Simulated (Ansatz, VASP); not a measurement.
# AlNi: VASP beside Ansatz

```
Al Ni
1.0
     2.02134   -2.02136    0.00000
     2.02134    2.02136    0.00000
     0.00000    0.00000    2.86940
Al Ni
1 1
Cartesian
  0.0000 0.0000 0.0000
  2.0213 0.0000 1.4347
```

Alike in both runs: functional PBEsol; k mesh 16 × 16 × 14; occupations gaussian, width 0.1 eV; no spin polarisation.

Ansatz relaxed the structure, and its values are those at the end. VASP's run is a single point on that final structure, the one shown.

|  | VASP | Ansatz |
| --- | --- | --- |
| version | VASP 6.6.1 | Ansatz 0.2.0 |
| potentials or method | VASP PAW PBE potentials, release 64 (Al, Ni), cutoff 520 eV | scalar-relativistic, plane waves, PAW |
| valence electrons in the cell | 13 | 21 |

```csv
,VASP,Ansatz,Ansatz less VASP
gap on the k mesh at the Fermi level (eV),none,none,-
pressure (GPa),-0.1,0.0,+0.15
```

VASP's potentials were made for PBE, not for PBEsol. A gap of «none» marks a metal or a gap that the smearing closes. The functional is the same, so the differences come from potentials, cutoffs and numerics. VASP's potentials hold 13 valence electrons a cell and Ansatz's 21, so a difference there can come from the potentials and not from the codes.
